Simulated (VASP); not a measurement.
Wanted: the native input for a VASP 6.6.1 run.

```
Task                   : single point
Functional             : LDA
Potentials or basis    : VASP PAW LDA potentials, release 64 (Cs_sv, H)
Cutoff                 : 520 eV
k mesh                 : 12 × 12 × 12
Occupations            : fermi-dirac, width 0.05 eV
Spin                   : no spin polarisation
Dipole correction      : no
Further INCAR settings : ALGO = Normal; EDIFF = 1e-07; NBANDS = 12
```

The structure of CsH (rocksalt type) lies in POSCAR:

```
CsH
1.0
    0.0000000000      2.8056794029      2.8056794029
    2.8056794029      0.0000000000      2.8056794029
    2.8056794029      2.8056794029      0.0000000000
Cs H
1 1
Direct
    0.0000000000      0.0000000000      0.0000000000
    0.5000000000      0.5000000000      0.5000000000
```

This cell differs from its parent crystal: volume scaled by 0.78.

The input as run:

INCAR

```
PREC = Accurate
ENCUT = 520
EDIFF = 1E-7
ISMEAR = -1
SIGMA = 0.05
LREAL = F
LASPH = T
NELM = 80
ALGO = Normal
ISIF = 2
LWAVE = F
LCHARG = T
GGA = CA
LELF = T
LVHAR = T
NBANDS = 12
```

KPOINTS

```
Automatic mesh
0
Gamma
  12 12 12
```

Potentials or basis: VASP PAW LDA potentials, release 64 (Cs_sv, H).

Launch:

```console
$ cat potpaw_LDA.64/Cs_sv/POTCAR potpaw_LDA.64/H/POTCAR > POTCAR
$ mpirun -np 1 vasp_std > vasp.out
```

Results of the run:

```yaml
Pressure: 5.0 GPa
Band_gap_on_the_k_mesh: 1.17 eV, direct
```

Caveat: spin-orbit coupling is left out, which moves the levels of the heavy elements.

Run time: 19 s on 1 thread of AMD EPYC 9R45 96-Core Processor (Zen 5) (shared host), peak memory 0.14 GiB.
